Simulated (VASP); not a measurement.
# NiO (Fm-3m) in VASP: a series of runs

Aim: see how the results for NiO move with the level of theory and the settings. Levels: revPBE+D4+U, LDA+U, PBE+D4+U. Tasks: single point.

Program: VASP 6.6.1. These are calculated values, not measurements. Logs are shortened: lines on timing, memory, paths and dates and some standing lists are left out, and cuts for length are marked.

## (1) The cell of the first run

Symmetry: Fm-3m, No. 225, cubic system. Conventional cell: a = 4.183 Å, b = 4.183 Å, c = 4.183 Å, α = 90.00°, β = 90.00°, γ = 90.00°. Within 2.8 Å of Ni (site symmetry m-3m) lie 6 O at 2.09 Å. Within 2.8 Å of O (site symmetry m-3m) lie 6 Ni at 2.09 Å.

## (2) Single point, revPBE+D4+U, collinear spin, ferromagnetic start

INCAR

```
  PREC = Accurate
  ENCUT = 600
  EDIFF = 1E-6
  ISMEAR = 0
  SIGMA = 0.05
  LREAL = False
  LASPH = True
  NELM = 200
  ALGO = Normal
  ISIF = 2
  LWAVE = False
  LCHARG = False
  ISPIN = 2
  MAGMOM = 1.89 0
  LORBIT = 11
  LMAXMIX = 4
  LDAU = True
  LDAUTYPE = 2
  LDAUL = 2 -1
  LDAUU = 6.2 0
  LDAUJ = 0 0
  LDAUPRINT = 1
  GGA = RE
  IVDW = 13
  NBANDS = 19
  GGA_COMPAT = False
```

KPOINTS

```
Automatic mesh
0
Gamma
  10 10 10
```

POSCAR

```
NiO
1.0
    0.0000000000      2.0913095126      2.0913095126
    2.0913095126      0.0000000000      2.0913095126
    2.0913095126      2.0913095126      0.0000000000
Ni O
1 1
Direct
    0.0000000000      0.0000000000      0.0000000000
    0.5000000000      0.5000000000      0.5000000000
```

Potentials or basis: VASP PAW PBE potentials, release 64 (Ni, O).

The run is started by

```bash
$ cat potpaw_PBE.64/Ni/POTCAR potpaw_PBE.64/O/POTCAR > POTCAR
$ mpirun -np 1 vasp_std > vasp.out
```

OUTCAR:

```text
PREC = Accurate
   ENCUT = 600
   EDIFF = 1E-6
   ISMEAR = 0
   LREAL = False
   LASPH = True
   NELM = 200
   ISIF = 2
   ISPIN = 2
   LORBIT = 11
   GGA = RE
   IVDW = 13

 ion  position               nearest neighbor table
   1  0.000  0.000  0.000-   2 2.09   2 2.09   2 2.09   2 2.09   2 2.09   2 2.09
   2  0.500  0.500  0.500-   1 2.09   1 2.09   1 2.09   1 2.09   1 2.09   1 2.09

  LATTYP: Found a face centered cubic cell.
 ALAT       =     4.1826190252

  Lattice vectors:

 A1 = (   0.0000000000,   2.0913095126,   2.0913095126)
 A2 = (   2.0913095126,   0.0000000000,   2.0913095126)
 A3 = (   2.0913095126,   2.0913095126,   0.0000000000)

Analysis of symmetry for initial positions (statically):
=====================================================================
 Subroutine PRICEL returns:
 Original cell was already a primitive cell.

 Routine SETGRP: Setting up the symmetry group for a
 face centered cubic supercell.

 Subroutine GETGRP returns: Found 48 space group operations
 (whereof 48 operations were pure point group operations)
 out of a pool of 48 trial point group operations.

The static configuration has the point symmetry O_h .

Analysis of symmetry for dynamics (positions and initial velocities):
=====================================================================
 Subroutine PRICEL returns:
 Original cell was already a primitive cell.

 Routine SETGRP: Setting up the symmetry group for a
 face centered cubic supercell.

 Subroutine GETGRP returns: Found 48 space group operations
 (whereof 48 operations were pure point group operations)
 out of a pool of 48 trial point group operations.

The dynamic configuration has the point symmetry O_h .

Analysis of structural, dynamic, and magnetic symmetry:
=====================================================================
 Subroutine PRICEL returns:
 Original cell was already a primitive cell.

 Routine SETGRP: Setting up the symmetry group for a
 face centered cubic supercell.

 Subroutine GETGRP returns: Found 48 space group operations
 (whereof 48 operations were pure point group operations)
 out of a pool of 48 trial point group operations.

The overall configuration has the point symmetry O_h .

 Subroutine INISYM returns: Found 48 space group operations
 (whereof 48 operations are pure point group operations),
 and found     1 'primitive' translations

----------------------------------------------------------------------------------------

                                     Primitive cell

  volume of cell :      18.2930

  direct lattice vectors                    reciprocal lattice vectors
     0.000000000  2.091309513  2.091309513    -0.239084649  0.239084649  0.239084649
     2.091309513  0.000000000  2.091309513     0.239084649 -0.239084649  0.239084649
     2.091309513  2.091309513  0.000000000     0.239084649  0.239084649 -0.239084649

  length of vectors
     2.957558276  2.957558276  2.957558276     0.414106759  0.414106759  0.414106759

  position of ions in fractional coordinates (direct lattice)
     0.000000000  0.000000000  0.000000000
     0.500000000  0.500000000  0.500000000

  ion indices of the primitive-cell ions
   primitive index   ion index
                 1           1
                 2           2

----------------------------------------------------------------------------------------

 KPOINTS: Automatic mesh

Automatic generation of k-mesh.
 Grid dimensions read from file:
 generate k-points for:   10   10   10

 Generating k-lattice:

  Cartesian coordinates                     Fractional coordinates (reciprocal lattice)
    -0.023908465  0.023908465  0.023908465     0.100000000  0.000000000  0.000000000
     0.023908465 -0.023908465  0.023908465     0.000000000  0.100000000  0.000000000
     0.023908465  0.023908465 -0.023908465     0.000000000  0.000000000  0.100000000

  Length of vectors
     0.041410676  0.041410676  0.041410676

  Shift w.r.t. Gamma in fractional coordinates (k-lattice)
     0.000000000  0.000000000  0.000000000

 Subroutine IBZKPT returns following result:
 ===========================================

 Found     47 irreducible k-points:

 Following reciprocal coordinates:
            Coordinates               Weight
  0.000000  0.000000  0.000000      1.000000
  0.100000  0.000000  0.000000      8.000000
  0.200000  0.000000  0.000000      8.000000
  0.300000  0.000000  0.000000      8.000000
  0.400000  0.000000  0.000000      8.000000
  0.500000  0.000000  0.000000      4.000000
[... 16 lines left out ...]
  0.300000  0.300000  0.000000      6.000000
  0.400000  0.300000  0.000000     24.000000
 [... further k-points ...]
   k-points           NKPTS =     47   k-points in BZ     NKDIM =     47   number of bands    NBANDS=     19
   number of dos      NEDOS =    301   number of ions     NIONS =      2
   total plane-waves  NPLWV =  13824
   dimension x,y,z NGX =    24 NGY =   24 NGZ =   24
[... 80 lines left out ...]
  o =  0.9821  v =  0.0000  0.0000  0.0000  0.0000  0.0000  0.0000  0.7583 -0.0000  0.6519 -0.0000      0.0000  0.0000  0.0000  0.0000  0.0000  0.0000  0.0000  0.0000  0.0000  0.0000
  o =  0.9821  v =  0.0000  0.0000  0.0000  0.0000  0.0000  0.0000 -0.6519  0.0000  0.7583  0.0000      0.0000  0.0000  0.0000  0.0000  0.0000  0.0000  0.0000  0.0000  0.0000  0.0000
  o =  0.9821  v =  0.0000  0.0000  0.0000  0.0000  0.0000  1.0000  0.0000  0.0000  0.0000  0.0000      0.0000  0.0000  0.0000  0.0000  0.0000  0.0000  0.0000  0.0000  0.0000  0.0000
  o =  0.9835  v =  1.0000  0.0000  0.0000  0.0000  0.0000  0.0000  0.0000  0.0000  0.0000  0.0000      0.0000  0.0000  0.0000  0.0000  0.0000  0.0000  0.0000  0.0000  0.0000  0.0000
  o =  0.9835  v =  0.0000 -0.8766  0.0000 -0.4813  0.0000  0.0000  0.0000  0.0000  0.0000  0.0000      0.0000  0.0000  0.0000  0.0000  0.0000  0.0000  0.0000  0.0000  0.0000  0.0000
  o =  0.9835  v =  0.0000 -0.4813 -0.0000  0.8766  0.0000  0.0000  0.0000  0.0000  0.0000  0.0000      0.0000  0.0000  0.0000  0.0000  0.0000  0.0000  0.0000  0.0000  0.0000  0.0000
  o =  1.0370  v =  0.0000 -0.0000  1.0000  0.0000 -0.0039  0.0000  0.0000  0.0000  0.0000  0.0000      0.0000  0.0000  0.0000  0.0000  0.0000  0.0000  0.0000  0.0000  0.0000  0.0000
  o =  1.0370  v =  0.0000  0.0000  0.0039 -0.0000  1.0000  0.0000  0.0000  0.0000  0.0000  0.0000      0.0000  0.0000  0.0000  0.0000  0.0000  0.0000  0.0000  0.0000  0.0000  0.0000

 number of electron      16.0000005 magnetization       2.0000044

 Free energy of the ion-electron system (eV)
  ---------------------------------------------------
  ext. energy  EPLUGINS =         0.00000000
  ---------------------------------------------------
  free energy    TOTEN  =        -9.44229316 eV

  energy without entropy =       -9.44229316  energy(sigma->0) =       -9.44229316

 E-fermi :   7.1005     XC(G=0): -12.4790

 val. band max:        6.8620313161   @ k =   0.5000   0.0000   0.0000
 cond. band min:       9.4954214904   @ k =   0.0000   0.0000   0.0000
 fundamental gap:      2.6333901743
 Fermi energy:         7.1005446081

 spin component 1

 k-point     1 :       0.0000    0.0000    0.0000
  band No.  band energies     occupation
      1     -12.0170      1.00000
      2       0.7206      1.00000
      3       0.7207      1.00000
      4       1.8427      1.00000
      5       1.8428      1.00000
      6       1.8428      1.00000
[... 11 lines left out ...]
     18      30.3982      0.00000
     19      30.3983      0.00000
[... 489 lines left out ...]
      3       0.7326      1.00000
      4       1.2391      1.00000
      5       2.0832      1.00000
      6       2.3139      1.00000
[... 11 lines left out ...]
     18      39.6952      0.00000
     19      39.6989      0.00000

 [... further k-points ...]

 spin component 2

 k-point     1 :       0.0000    0.0000    0.0000
  band No.  band energies     occupation
      1     -11.7168      1.00000
      2       2.8382      1.00000
      3       2.8383      1.00000
      4       2.8392      1.00000
      5       5.8128      1.00000
      6       5.8128      1.00000
[... 11 lines left out ...]
     18      36.1931      0.00000
     19      36.1934      0.00000
[... 489 lines left out ...]
      3       2.2259      1.00000
      4       3.1526      1.00000
      5       3.4373      1.00000
      6       5.0127      1.00000
[... 11 lines left out ...]
     18      40.4142      0.00000
     19      40.5074      0.00000

 [... further k-points ...]

------------------------ aborting loop because EDIFF is reached ----------------------------------------

  DFT-D4 for vdW energy calculation

  Edisp (eV):   -1.19578

  FORCE on cell =-STRESS in cart. coord.  units (eV):
  Direction    XX          YY          ZZ          XY          YZ          ZX
  --------------------------------------------------------------------------------------
  -------------------------------------------------------------------------------------
  Total      -0.25187    -0.25187    -0.25187     0.00000     0.00000     0.00000
  in kB     -22.05945   -22.05945   -22.05945     0.00000     0.00000     0.00000
  external pressure =      -22.06 kB  Pullay stress =        0.00 kB

 VOLUME and BASIS-vectors are now :
 -----------------------------------------------------------------------------
  energy-cutoff  :      600.00
  volume of cell :       18.29
      direct lattice vectors                 reciprocal lattice vectors
     0.000000000  2.091309513  2.091309513    -0.239084649  0.239084649  0.239084649
     2.091309513  0.000000000  2.091309513     0.239084649 -0.239084649  0.239084649
     2.091309513  2.091309513  0.000000000     0.239084649  0.239084649 -0.239084649

 POSITION                                       TOTAL-FORCE (eV/Angst)
 -----------------------------------------------------------------------------------
      0.00000      0.00000      0.00000        -0.000000      0.000000      0.000000
      2.09131      2.09131      2.09131         0.000000      0.000000      0.000000
 -----------------------------------------------------------------------------------
    total drift:                                0.000000     -0.000000     -0.000000

  FREE ENERGIE OF THE ION-ELECTRON SYSTEM (eV)
  ---------------------------------------------------
  free  energy   TOTEN  =       -10.6380698855 eV

  energy  without entropy=      -10.6380698855  energy(sigma->0) =      -10.63806989

 total charge

# of ion       s       p       d       tot
------------------------------------------
    1        0.340   0.420   8.214   8.975
    2        1.548   3.492   0.000   5.040
--------------------------------------------------
tot          1.888   3.912   8.214  14.015

 magnetization (x)

# of ion       s       p       d       tot
------------------------------------------
    1        0.012   0.013   1.805   1.829
    2        0.017   0.149   0.000   0.166
--------------------------------------------------
tot          0.029   0.162   1.805   1.996
```

Wall time 20 s (1 thread of Intel Xeon 8259CL, shared host); peak memory 0.17 GiB.

Results:

```
Free energy                                           : -10.6381 eV
Pressure                                              : -2.2 GPa
Band gap on the k mesh                                : 2.63 eV (least direct gap 3.26 eV)
Net moment                                            : 2.00 μB per cell
Site moments                                          : Ni +1.83; O +0.17 μB
Valence electrons inside the program's atomic spheres : Ni 8.97; O 5.04
Dispersion energy per atom                            : -0.598 eV
```

Eigenvalues of the final occupation matrices:
| site | spin | trace | eigenvalues |
| --- | --- | --- | --- |
| site 1 d | 1 | 5.02 | 0.98 0.98 0.98 1.04 1.04 |
| site 1 d | 2 | 3.22 | 0.14 0.14 0.98 0.98 0.98 |

Caveat: the PAW data sets were made with another functional, which shifts forces and pressure a little; a cell with one magnetic atom can't hold antiferromagnetic order, which such compounds often take. A k mesh can miss the band edges.

## (3) Single point, LDA+U, collinear spin, ferromagnetic start (9.24 Å³/atom)

This run uses another cell than the first one, of 9.24 Å³/atom.

INCAR

```
SYSTEM = NiO
ALGO     = Normal         ! electronic algorithm
EDIFF    = 1E-6           ! SCF threshold, eV
ENCUT    = 700            ! plane-wave cutoff, eV
GGA_COMPAT= .False.      
ISIF     = 2              ! what is computed and relaxed
ISMEAR   = 0              ! smearing method
ISPIN    = 2              ! spin polarisation
LASPH    = .True.         ! aspherical terms in the spheres
LCHARG   = .False.        ! write CHGCAR
LDAU     = .True.         ! DFT+U
LDAUJ    = 0 0          
LDAUL    = 2 -1           ! shell
LDAUPRINT= 1            
LDAUTYPE = 2            
LDAUU    = 6.2 0          ! U, eV
LMAXMIX  = 4              ! l up to which the mixer works
LORBIT   = 11             ! projections on sites
LREAL    = .False.        ! projectors in reciprocal space
LWAVE    = .False.        ! write WAVECAR
MAGMOM   = 1.86 0.26      ! initial moments
NBANDS   = 23             ! bands
NELM     = 200            ! most SCF steps
PREC     = Accurate       ! precision mode
SIGMA    = 0.05           ! smearing width, eV
```

KPOINTS

```
k-points
0
Gamma
  10 10 10
  0 0 0
```

POSCAR

```
NiO
1.0
    0.0000000000      2.0986655543      2.0986655543
    2.0986655543      0.0000000000      2.0986655543
    2.0986655543      2.0986655543      0.0000000000
Ni O
1 1
Direct
    0.0000000000      0.0000000000      0.0000000000
    0.5000000000      0.5000000000      0.5000000000
```

Potentials or basis: VASP PAW LDA potentials, release 64 (Ni_sv_GW, O).

The run is started by

```bash
$ cat potpaw_LDA.64/Ni_sv_GW/POTCAR potpaw_LDA.64/O/POTCAR > POTCAR
$ mpirun -np 1 vasp_std > vasp.out
```

Run time: 2.1 min. Hardware: 1 thread of AMD EPYC 7R43 (Zen 3), shared host; peak memory 0.17 GiB.

The run converged. Its results:

```
Free energy                                           : -11.5354 eV
Pressure                                              : -10.8 GPa
Band gap on the k mesh                                : 1.98 eV (least direct gap 2.70 eV)
Net moment                                            : 2.00 μB per cell
Site moments                                          : Ni +1.76; O +0.20 μB
Valence electrons inside the program's atomic spheres : Ni 16.12; O 4.99
```

Levels at points of the mesh, in eV from the valence-band top:
Spin up:
```csv
k point,band 9,band 10,band 11,band 12,band 13,band 14,band 15,band 16,band 17,band 18
"(0.00, 0.00, 0.00)",-4.61,-4.61,-1.83,-1.83,-1.83,2.20,18.18,18.60,18.60,18.60
"(0.50, 0.00, 0.00)",-4.07,-4.07,-2.97,0.00,0.00,6.12,10.52,14.27,14.27,21.06
"(0.50, 0.50, 0.00)",-4.39,-3.77,-3.77,-3.20,-3.20,6.41,11.21,11.92,16.94,16.94
```
Spin down:
```tsv
k point	band 8	band 9	band 10	band 11	band 12	band 13	band 14	band 15
(0.00, 0.00, 0.00)	-3.39	-1.45	-1.45	-1.45	1.98	1.98	2.55	18.20
(0.50, 0.00, 0.00)	-3.90	-2.01	-2.01	-1.84	4.47	4.47	6.33	10.99
(0.50, 0.50, 0.00)	-2.85	-2.85	-2.46	-2.46	2.46	2.97	6.93	11.54
```

Eigenvalues of the final occupation matrices:
```
    site  spin  trace               eigenvalues
site 1 d     1   4.75  0.94 0.94 0.94 0.97 0.97
site 1 d     2   3.01  0.11 0.11 0.93 0.93 0.93
```

Caveat: the cell stands under tension; a cell with one magnetic atom can't hold antiferromagnetic order, which such compounds often take. A k mesh can miss the band edges.

## (4) Single point, PBE+D4+U, collinear spin, ferromagnetic start (9.49 Å³/atom)

This run uses another cell than the first one, of 9.49 Å³/atom.

INCAR

```
PREC     = Accurate       # precision mode
ENCUT    = 700            # plane-wave cutoff, eV
EDIFF    = 1E-6           # SCF threshold, eV
ISMEAR   = 0              # smearing method
SIGMA    = 0.05           # smearing width, eV
LREAL    = F              # projectors in reciprocal space
LASPH    = T              # aspherical terms in the spheres
NELM     = 200            # most SCF steps
ALGO     = Normal         # electronic algorithm
ISIF     = 2              # what is computed and relaxed
LWAVE    = F              # write WAVECAR
LCHARG   = F              # write CHGCAR
ISPIN    = 2              # spin polarisation
MAGMOM   = 1.9 0.22       # initial moments
LORBIT   = 11             # projections on sites
LMAXMIX  = 4              # l up to which the mixer works
LDAU     = T              # DFT+U
LDAUTYPE = 2            
LDAUL    = 2 -1           # shell
LDAUU    = 6.2 0          # U, eV
LDAUJ    = 0 0          
LDAUPRINT= 1            
GGA      = PE             # functional
IVDW     = 13             # dispersion correction
NBANDS   = 23             # bands
GGA_COMPAT= F
```

KPOINTS

```
regular mesh
0
Gamma
  10 10 10
```

POSCAR

```
NiO
1.0
    0.0000000000      2.1173235753      2.1173235753
    2.1173235753      0.0000000000      2.1173235753
    2.1173235753      2.1173235753      0.0000000000
Ni O
1 1
Direct
    0.0000000000      0.0000000000      0.0000000000
    0.5000000000      0.5000000000      0.5000000000
```

Potentials or basis: VASP PAW PBE potentials, release 64 (Ni_sv_GW, O).

The run is started by

```bash
$ cat potpaw_PBE.64/Ni_sv_GW/POTCAR potpaw_PBE.64/O/POTCAR > POTCAR
$ mpirun -np 1 vasp_std > vasp.out
```

It took 72 s on 1 thread of AMD EPYC 7R13 (Zen 3), shared host; peak memory 0.19 GiB.

Results (log left out):

* Free energy: -10.9250 eV
* Pressure: -2.5 GPa
* Band gap on the k mesh: 2.12 eV (least direct gap 3.38 eV)
* Net moment: 2.00 μB per cell
* Site moments: Ni +1.79; O +0.17 μB
* Valence electrons inside the program's atomic spheres: Ni 16.08; O 5.02
* Dispersion energy per atom: -0.334 eV

Levels at points of the mesh, in eV from the valence-band top:
Spin up:
| k point | band 11 | band 12 | band 13 | band 14 | band 15 | band 16 |
| --- | --- | --- | --- | --- | --- | --- |
| (0.00, 0.00, 0.00) | -1.58 | -1.58 | -1.58 | 2.12 | 18.34 | 18.64 |
| (0.50, 0.00, 0.00) | -2.93 | 0.00 | 0.00 | 6.24 | 10.50 | 14.37 |
| (0.50, 0.50, 0.00) | -3.78 | -2.90 | -2.90 | 6.44 | 11.31 | 12.02 |
Spin down:
| k point | band 9 | band 10 | band 11 | band 12 | band 13 | band 14 |
| --- | --- | --- | --- | --- | --- | --- |
| (0.00, 0.00, 0.00) | -1.26 | -1.26 | -1.26 | 2.47 | 2.80 | 2.80 |
| (0.50, 0.00, 0.00) | -1.98 | -1.93 | -1.93 | 5.06 | 5.06 | 6.43 |
| (0.50, 0.50, 0.00) | -2.65 | -2.61 | -2.61 | 3.29 | 3.68 | 7.05 |

Eigenvalues of the final occupation matrices:
```
    site  spin  trace               eigenvalues
site 1 d     1   4.75  0.94 0.94 0.94 0.97 0.97
site 1 d     2   2.98  0.09 0.09 0.93 0.93 0.93
```

Caveat: a cell with one magnetic atom can't hold antiferromagnetic order, which such compounds often take. A k mesh can miss the band edges.

## (5) Summary

```csv
level,potentials or basis,cell,cutoff (eV),gap on the mesh (eV),pressure (GPa),moment (μB)
revPBE+D4+U,"VASP PAW PBE potentials, release 64 (Ni, O)","a = 2.958 Å, angles 60.0°, 2 atoms",600,2.63,-2.2,2.00
LDA+U,"VASP PAW LDA potentials, release 64 (Ni_sv_GW, O)","a = 2.968 Å, angles 60.0°, 2 atoms",700,1.98,-10.8,2.00
PBE+D4+U,"VASP PAW PBE potentials, release 64 (Ni_sv_GW, O)","a = 2.994 Å, angles 60.0°, 2 atoms",700,2.12,-2.5,2.00
```

Alike in all rows: task single point; spin collinear, ferromagnetic start; Ni d U = 6.2 eV; k mesh 10 × 10 × 10; smearing gaussian 0.05 eV.

Caveats: a cell with one magnetic atom can't hold antiferromagnetic order, which such compounds often take; the PAW data sets were made with another functional, which shifts forces and pressure a little (at least some runs); the cell stands under tension (at least some runs).

Absolute energies hang on the potentials; compare differences alone.
